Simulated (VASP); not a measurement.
# CdS (wurtzite type) (P6_3mc) in VASP: further runs

The runs below take CdS (wurtzite type) through single point, relaxation of cell and atoms, with PBE.

Program: VASP 6.6.1. These are calculated values, not measurements. Logs are shortened: lines on timing, memory, paths and dates and some standing lists are left out, and cuts for length are marked.

## Step 1: The cell of the first run

Symmetry: P6_3mc, No. 186, hexagonal system. The conventional cell has a = 4.196 Å, b = 4.196 Å, c = 6.831 Å, α = 90.00°, β = 90.00°, γ = 120.00°. Cd (site symmetry 3m) has 4 S at 2.57 Å within 3.4 Å. Within 3.4 Å of S (site symmetry 3m) lie 4 Cd at 2.57 Å.

## Step 2: Single point, PBE

INCAR reads:

```
SYSTEM = CdS
ALGO = Normal
EDIFF = 1E-6
ENCUT = 520
GGA = PE
ISIF = 2
ISMEAR = -1
LASPH = .True.
LCHARG = .True.
LELF = .True.
LREAL = .False.
LVHAR = .True.
LWAVE = .False.
NBANDS = 26
NELM = 100
PREC = Accurate
SIGMA = 0.05
```

KPOINTS reads:

```
k-points
0
Gamma
  11 11 6
  0 0 0
```

POSCAR reads:

```
CdS
1.0
    4.1959786962      0.0000000000      0.0000000000
   -2.0979893481      3.6338241446      0.0000000000
    0.0000000000      0.0000000000      6.8307170330
Cd S
2 2
Direct
    0.3333333333      0.6666666667     -0.0002060933
    0.6666666667      0.3333333333      0.4997939067
    0.3333333333      0.6666666667      0.3762060933
    0.6666666667      0.3333333333      0.8762060933
```

Potentials or basis: VASP PAW PBE potentials, release 64 (Cd, S).

Started as:

```
$ cat potpaw_PBE.64/Cd/POTCAR potpaw_PBE.64/S/POTCAR > POTCAR
$ mpirun -np 1 vasp_std > vasp.out
```

OUTCAR:

```text
SYSTEM = CdS
   EDIFF = 1E-6
   ENCUT = 520
   GGA = PE
   ISIF = 2
   ISMEAR = -1
   LASPH = .True.
   LREAL = .False.
   NELM = 100
   PREC = Accurate

 ion  position               nearest neighbor table
   1  0.333  0.667  1.000-   4 2.57   4 2.57   4 2.57   3 2.57
   2  0.667  0.333  0.500-   3 2.57   3 2.57   3 2.57   4 2.57
   3  0.333  0.667  0.376-   2 2.57   2 2.57   2 2.57   1 2.57
   4  0.667  0.333  0.876-   1 2.57   1 2.57   1 2.57   2 2.57

  LATTYP: Found a hexagonal cell.
 ALAT       =     4.1959786962
 C/A-ratio  =     1.6279198555

  Lattice vectors:

 A1 = (   4.1959786962,   0.0000000000,   0.0000000000)
 A2 = (  -2.0979893481,   3.6338241446,   0.0000000000)
 A3 = (   0.0000000000,   0.0000000000,   6.8307170330)

Analysis of symmetry for initial positions (statically):
=====================================================================
 Subroutine PRICEL returns:
 Original cell was already a primitive cell.

 Routine SETGRP: Setting up the symmetry group for a
 hexagonal supercell.

 Subroutine GETGRP returns: Found 12 space group operations
 (whereof  6 operations were pure point group operations)
 out of a pool of 24 trial point group operations.

The static configuration has the point symmetry C_3v.
 The point group associated with its full space group is C_6v.

Analysis of symmetry for dynamics (positions and initial velocities):
=====================================================================
 Subroutine PRICEL returns:
 Original cell was already a primitive cell.

 Routine SETGRP: Setting up the symmetry group for a
 hexagonal supercell.

 Subroutine GETGRP returns: Found 12 space group operations
 (whereof  6 operations were pure point group operations)
 out of a pool of 24 trial point group operations.

The dynamic configuration has the point symmetry C_3v.
 The point group associated with its full space group is C_6v.

 Subroutine INISYM returns: Found 12 space group operations
 (whereof  6 operations are pure point group operations),
 and found     1 'primitive' translations

----------------------------------------------------------------------------------------

                                     Primitive cell

  volume of cell :     104.1510

  direct lattice vectors                    reciprocal lattice vectors
     4.195978696  0.000000000  0.000000000     0.238323422  0.137596092  0.000000000
    -2.097989348  3.633824145  0.000000000     0.000000000  0.275192183  0.000000000
     0.000000000  0.000000000  6.830717033     0.000000000  0.000000000  0.146397515

  length of vectors
     4.195978696  4.195978696  6.830717033     0.275192183  0.275192183  0.146397515

  position of ions in fractional coordinates (direct lattice)
     0.333333333  0.666666667  0.999793907
     0.666666667  0.333333333  0.499793907
     0.333333333  0.666666667  0.376206093
     0.666666667  0.333333333  0.876206093

  ion indices of the primitive-cell ions
   primitive index   ion index
                 1           1
                 2           2
                 3           3
                 4           4

----------------------------------------------------------------------------------------

 KPOINTS: k-points

Automatic generation of k-mesh.
 Grid dimensions read from file:
 generate k-points for:   11   11    6

 Generating k-lattice:

  Cartesian coordinates                     Fractional coordinates (reciprocal lattice)
     0.021665766  0.012508736  0.000000000     0.090909091  0.000000000  0.000000000
     0.000000000  0.025017471  0.000000000     0.000000000  0.090909091  0.000000000
     0.000000000  0.000000000  0.024399586     0.000000000  0.000000000  0.166666667

  Length of vectors
     0.025017471  0.025017471  0.024399586

  Shift w.r.t. Gamma in fractional coordinates (k-lattice)
     0.000000000  0.000000000  0.000000000

 Subroutine IBZKPT returns following result:
 ===========================================

 Found     64 irreducible k-points:

 Following reciprocal coordinates:
            Coordinates               Weight
  0.000000  0.000000  0.000000      1.000000
  0.090909  0.000000  0.000000      6.000000
  0.181818  0.000000  0.000000      6.000000
  0.272727  0.000000  0.000000      6.000000
  0.363636  0.000000  0.000000      6.000000
  0.454545  0.000000  0.000000      6.000000
[... 16 lines left out ...]
  0.090909  0.090909  0.166667     12.000000
  0.181818  0.090909  0.166667     24.000000
 [... further k-points ...]
   k-points           NKPTS =     64   k-points in BZ     NKDIM =     64   number of bands    NBANDS=     26
   number of dos      NEDOS =    301   number of ions     NIONS =      4
   total plane-waves  NPLWV =  55296
   dimension x,y,z NGX =    32 NGY =   32 NGZ =   54
   dimension x,y,z NGXF=    64 NGYF=   64 NGZF=  108
   ions per type =               2   2
   NGX,Y,Z   is equivalent  to a cutoff of  12.68, 12.68, 13.14 a.u.
   NGXF,Y,Z  is equivalent  to a cutoff of  25.36, 25.36, 26.29 a.u.
 SYSTEM =  CdS
   PREC   = accura    normal or accurate (medium, high low for compatibility)
   ISTART =      0    job   : 0-new  1-cont  2-samecut
   ICHARG =      2    charge: 1-file 2-atom 10-const
   ISPIN  =      1    spin polarized calculation?
   LNONCOLLINEAR =      F non collinear calculations
   LSORBIT =      F    spin-orbit coupling
   LASPH  =      T    aspherical Exc in radial PAW
   ENCUT  =  520.0 eV  38.22 Ry    6.18 a.u.   7.80  7.80 12.70*2*pi/ulx,y,z
   NELM   =    100;   NELMIN=  2; NELMDL= -5     # of ELM steps
   EDIFF  = 0.1E-05   stopping-criterion for ELM
   LREAL  =      F    real-space projection
   EDIFFG = 0.1E-04   stopping-criterion for IOM
   NSW    =      0    number of steps for IOM
   IBRION =     -1    ionic relax: 0-MD 1-quasi-New 2-CG
   NFREE  =      0    steps in history (QN), initial steepest desc. (CG)
   ISIF   =      2    stress and relaxation
   ISYM   =      2    0-nonsym 1-usesym 2-fastsym
   POTIM  = 0.5000    time-step for ionic-motion
   TEBEG  =    0.0;   TEEND  =   0.0 temperature during run
   PSTRESS=    0.0 pullay stress
   NELECT =      36.0000    total number of electrons
   NUPDOWN=      -1.0000    fix difference up-down
   EMIN   =  10.00;   EMAX   =-10.00  energy-range for DOS
   EFERMI =   0.00;   METHOD = LEGACY
   ISMEAR =    -1;   SIGMA  =   0.05  broadening in eV -4-tet -1-fermi 0-gaus
   EFERMI_NEDOS =   21; number of points for ismear=-14 and -15
   IALGO  =     38    algorithm
   IMIX   =      4    mixing-type and parameters
     AMIX     =   0.40;   BMIX     =  1.00
     AMIX_MAG =   1.60;   BMIX_MAG =  1.00
  volume/ion in A,a.u.               =      26.04       175.71
  Fermi-wavevector in a.u.,A,eV,Ry     =   1.148915  2.171134 17.959763  1.320005
  Thomas-Fermi vector in A             =   2.285587
   LORBIT       =      0    0 simple, 1 ext, 2 COOP (PROOUT), +10 PAW based schemes
   GGA     = PE    functional components
   LHFCALC =     F    Hartree Fock is set to
   AEXX    =    0.0000 exact exchange contribution
   IVDW    =     0    specifies the selected vdW correction
   LEPSILON=     F    determine dielectric tensor
   LRPA    =     F    only Hartree local field effects (RPA)
 non-spin polarized calculation
  energy-cutoff  :      520.00
  volume of cell :      104.15
 maximum number of plane-waves:      2834
 NGX is ok and might be reduce to    32
   NGX = 15   NGY = 15   NGZ = 25

 number of electron      36.0000000 magnetization

 Free energy of the ion-electron system (eV)
  ---------------------------------------------------
  ext. energy  EPLUGINS =         0.00000000
  ---------------------------------------------------
  free energy    TOTEN  =       -12.29977917 eV

  energy without entropy =      -12.29977901  energy(sigma->0) =      -12.29977909

 E-fermi :   1.5237     XC(G=0):  -8.9194

 val. band max:        0.9114850427   @ k =   0.0000   0.0000   0.0000
 cond. band min:       2.0239554750   @ k =   0.0000   0.0000   0.0000
 fundamental gap:      1.1124704323
 Fermi energy:         1.5236555659

 k-point     1 :       0.0000    0.0000    0.0000
  band No.  band energies     occupation
      1     -11.1773      2.00000
      2     -10.7898      2.00000
      3      -6.6373      2.00000
      4      -6.6309      2.00000
      5      -6.6309      2.00000
      6      -6.5565      2.00000
[... 18 lines left out ...]
     25       8.4612      0.00000
     26       8.4612      0.00000

 k-point     2 :       0.0909    0.0000    0.0000
  band No.  band energies     occupation
      1     -11.1505      2.00000
      2     -10.7778      2.00000
      3      -6.6298      2.00000
      4      -6.6199      2.00000
      5      -6.6087      2.00000
      6      -6.5441      2.00000
[... 18 lines left out ...]
     25       8.4097      0.00000
     26       8.6326      0.00000

 k-point     3 :       0.1818    0.0000    0.0000
  band No.  band energies     occupation
      1     -11.0770      2.00000
      2     -10.7470      2.00000
      3      -6.6042      2.00000
      4      -6.5924      2.00000
      5      -6.5488      2.00000
      6      -6.5040      2.00000
[... 18 lines left out ...]
     25       8.4215      0.00000
     26       9.1026      0.00000

 k-point     4 :       0.2727    0.0000    0.0000
  band No.  band energies     occupation
      1     -10.9761      2.00000
      2     -10.7107      2.00000
      3      -6.5754      2.00000
      4      -6.5621      2.00000
      5      -6.4726      2.00000
      6      -6.4473      2.00000
[... 18 lines left out ...]
     25       8.9959      0.00000
     26       9.3277      0.00000
[... 496 lines left out ...]
      1     -10.7975      2.00000
      2     -10.6836      2.00000
      3      -6.5472      2.00000
      4      -6.5208      2.00000
      5      -6.4037      2.00000
      6      -6.3818      2.00000
[... 18 lines left out ...]
     25       8.9768      0.00000
     26      10.8775      0.00000

 k-point    23 :       0.0909    0.0909    0.1667
  band No.  band energies     occupation
      1     -11.0762      2.00000
      2     -10.7780      2.00000
      3      -6.6028      2.00000
      4      -6.5967      2.00000
      5      -6.5579      2.00000
      6      -6.5280      2.00000
[... 18 lines left out ...]
     25       8.5226      0.00000
     26       8.8036      0.00000

 k-point    24 :       0.1818    0.0909    0.1667
  band No.  band energies     occupation
      1     -10.9921      2.00000
      2     -10.7407      2.00000
      3      -6.5753      2.00000
      4      -6.5688      2.00000
      5      -6.4972      2.00000
      6      -6.4833      2.00000
[... 18 lines left out ...]
     25       8.7178      0.00000
     26       9.2785      0.00000

 [... further k-points ...]

------------------------ aborting loop because EDIFF is reached ----------------------------------------

  FORCE on cell =-STRESS in cart. coord.  units (eV):
  Direction    XX          YY          ZZ          XY          YZ          ZX
  --------------------------------------------------------------------------------------
  -------------------------------------------------------------------------------------
  Total        0.1855862      0.1855862      0.1846232      0.0000000      0.0000000      0.0000000
  in kB        2.8549124      2.8549124      2.8400985      0.0000000      0.0000000      0.0000000
  external PRESSURE =       2.8499744 kB  Pullay stress =       0.0000000 kB

 VOLUME and BASIS-vectors are now :
 -----------------------------------------------------------------------------
  energy-cutoff  :      520.00
  volume of cell :      104.15
      direct lattice vectors                 reciprocal lattice vectors
     4.195978696  0.000000000  0.000000000     0.238323422  0.137596092  0.000000000
    -2.097989348  3.633824145  0.000000000     0.000000000  0.275192183  0.000000000
     0.000000000  0.000000000  6.830717033     0.000000000  0.000000000  0.146397515

 POSITION                                       TOTAL-FORCE (eV/Angst)
 -----------------------------------------------------------------------------------
     -0.00000      2.42255      6.82931         0.000000     -0.000000     -0.001840
      2.09799      1.21127      3.41395        -0.000000      0.000000     -0.001840
     -0.00000      2.42255      2.56976         0.000000     -0.000000      0.001840
      2.09799      1.21127      5.98512        -0.000000      0.000000      0.001840
 -----------------------------------------------------------------------------------
    total drift:                               -0.000000     -0.000000     -0.000613

  FREE ENERGIE OF THE ION-ELECTRON SYSTEM (eV)
  ---------------------------------------------------
  free  energy   TOTEN  =       -12.2997791747 eV

  energy  without entropy=      -12.2997790150  energy(sigma->0) =      -12.29977909
```

Run time: 2 min. Hardware: 1 thread of Intel Xeon Platinum 8488C (Sapphire Rapids), shared host; peak memory 0.31 GiB.

Results:

- Free energy: -12.2998 eV
- Pressure: 0.3 GPa
- Band gap on the k mesh: 1.11 eV, direct

## Step 3: Relaxation of cell and atoms, PBE

This run uses another cell than the first one, of 24.76 Å³/atom, 0.951 times its volume.

INCAR reads:

```
SYSTEM = CdS
PREC = Accurate
ENCUT = 600
EDIFF = 1E-6
ISMEAR = -1
SIGMA = 0.05
LREAL = .False.
LASPH = .True.
NELM = 100
ALGO = Normal
ISIF = 3
LWAVE = .False.
LCHARG = .False.
GGA = PE
IBRION = 2
NSW = 100
EDIFFG = -0.005
```

KPOINTS reads:

```
regular mesh
0
Gamma
  11 11 6
  0 0 0
```

POSCAR reads:

```
CdS
1.0
    4.1242730115      0.0000000000      0.0000000000
   -2.0621365057      3.5717252001      0.0000000000
    0.0000000000      0.0000000000      6.7225650087
Cd S
2 2
Direct
    0.3333333333      0.6666666667      0.0000000000
    0.6666666667      0.3333333333      0.5000000000
    0.3333333333      0.6666666667      0.3760000000
    0.6666666667      0.3333333333      0.8760000000
```

Potentials or basis: VASP PAW PBE potentials, release 64 (Cd, S).

Started as:

```
$ cat potpaw_PBE.64/Cd/POTCAR potpaw_PBE.64/S/POTCAR > POTCAR
$ mpirun -np 1 vasp_std > vasp.out
```

It took 9.7 min on 1 thread of Intel Xeon Platinum 8488C (Sapphire Rapids), shared host; peak memory 0.36 GiB.

Results (log left out):

```
Free energy                            : -12.2982 eV
Relaxed volume                         : 26.15 Å³/atom
Relaxed cell                           : a = 4.203 Å, b = 4.203 Å, c = 6.838 Å, α = 90.00°, β = 90.00°, γ = 120.00°
Space group after relaxing (to 0.05 Å) : P6_3mc (No. 186)
Energy gained by relaxing              : 13.9 meV/atom
Ionic steps                            : 12
Pressure after relaxing                : 0.0 GPa
Largest force after relaxing           : 0.004 eV/Å
Band gap on the k mesh                 : 1.10 eV, direct
```

Forces on the atoms (eV/Å):
```
Cd   0.000  0.000  0.004
Cd   0.000  0.000  0.004
S    0.000  0.000 -0.004
S    0.000  0.000 -0.004
```

Step by step:
```csv
step,energy change (eV),largest force (eV/Å),pressure (GPa),volume (Å³)
1,0.0000,0.0014,3.34,99.03
2,-0.0499,0.0077,-0.94,106.61
3,-0.0557,0.0066,-0.02,104.65
4,-0.0557,0.0066,0.01,104.53
5,-0.0557,0.0052,0.06,104.53
6,-0.0557,0.0008,0.07,104.53
7,-0.0557,0.0078,0.07,104.54
8,-0.0557,0.0022,0.06,104.53
9,-0.0557,0.0029,0.06,104.54
10,-0.0558,0.0034,0.04,104.57
11,-0.0558,0.0052,0.01,104.63
12,-0.0558,0.0043,0.02,104.62
```

Final structure:
```
Cd S
1.0
     4.20299    0.00000    0.00000
    -2.10149    3.63989    0.00000
     0.00000    0.00000    6.83842
Cd S
2 2
Direct
  0.33333 0.66667 0.99961
  0.66667 0.33333 0.49961
  0.33333 0.66667 0.37639
  0.66667 0.33333 0.87639
```

Levels at points of the mesh, in eV from the valence-band top:
| k point | band 14 | band 15 | band 16 | band 17 | band 18 | band 19 | band 20 | band 21 | band 22 |
| --- | --- | --- | --- | --- | --- | --- | --- | --- | --- |
| (0.00, 0.00, 0.00) | -0.69 | -0.69 | -0.04 | 0.00 | 0.00 | 1.10 | 2.73 | 6.48 | 6.48 |
| (0.00, 0.00, 0.50) | -2.35 | -0.36 | -0.36 | -0.36 | -0.36 | 2.75 | 2.75 | 6.13 | 6.13 |
